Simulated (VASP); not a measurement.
A run of VASP 6.6.1:

INCAR

```
SYSTEM = PrMgH
PREC = Accurate ; ENCUT = 520
EDIFF = 1E-6 ; ISMEAR = 0
SIGMA = 0.1 ; LREAL = .FALSE.
LASPH = .TRUE. ; NELM = 60
ALGO = Normal ; ISIF = 2
LWAVE = .FALSE. ; LCHARG = .FALSE.
GGA = PE ; NBANDS = 15
```

File KPOINTS:

```
Automatic mesh
0
G
  6 6 4
  0 0 0
```

The input POSCAR:

```
PrMgH
1.0
    2.7723856800      0.0000000000      0.0000000000
   -1.3861928400      2.4009564300      0.0000000000
    0.0000000000      0.0000000000      4.9745822800
Pr Mg H
1 1 1
Direct
    0.3333333300      0.6666666700      0.5000000000
    0.6666666700      0.3333333300      0.5000000000
    0.3333333300      0.6666666700      0.0000000000
```

Potentials or basis: VASP PAW PBE potentials, release 64 (Pr, Mg, H).

Command:

```bash
$ cat potpaw_PBE.64/Pr/POTCAR potpaw_PBE.64/Mg/POTCAR potpaw_PBE.64/H/POTCAR > POTCAR
$ mpirun -np 1 vasp_std > vasp.out
```

Hardware: 1 thread of Intel Xeon 8259CL (shared host).

**Question.** Estimate the wall time of this run.

**Answer.** Wall time 44 s on 1 thread of Intel Xeon 8259CL, with other jobs on the host, peak memory 0.18 GiB. Counts: scf iterations 18, k points 21.
